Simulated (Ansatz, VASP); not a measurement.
## Two plane-wave programs on PtSe2

```
Pt Se
1.0
     3.87214    0.00000    0.00000
    -1.93607    3.35337    0.00000
     0.00000    0.00000    5.01461
Pt Se
1 2
Direct
  0.00000 0.00000 0.00000
  0.66667 0.33333 0.75726
  0.33333 0.66667 0.24274
```

Change from the starting cell: equal strain along all axes, cell held, atoms relaxed: +3.0 %.

Alike in both runs: functional PBEsol; k mesh 18 × 18 × 12; occupations gaussian, width 0.1 eV; no spin polarisation.

Ansatz relaxed the structure, and its values are those at the end. VASP's run is a single point on that final structure, the one shown.

|  | VASP | Ansatz |
| --- | --- | --- |
| version | VASP 6.6.1 | Ansatz 0.2.0 |
| potentials or method | VASP PAW PBE potentials, release 64 (Pt, Se), cutoff 520 eV | scalar-relativistic, plane waves, PAW |
| valence electrons in the cell | 22 | 50 |

```csv
,VASP,Ansatz,Ansatz less VASP
gap on the k mesh at the Fermi level (eV),none,none,-
pressure (GPa),-5.3,-5.3,-0.03
rms of the force components (eV/Å),0.008,0.003,-0.0048
```

VASP's potentials were made for PBE, not for PBEsol. A gap of «none» marks a metal or a gap that the smearing closes. VASP's potentials hold 22 valence electrons a cell and Ansatz's 50, so a difference there can come from the potentials and not from the codes. Ansatz's warnings: stress scf threshold loose.

Neither program's run includes spin-orbit coupling.
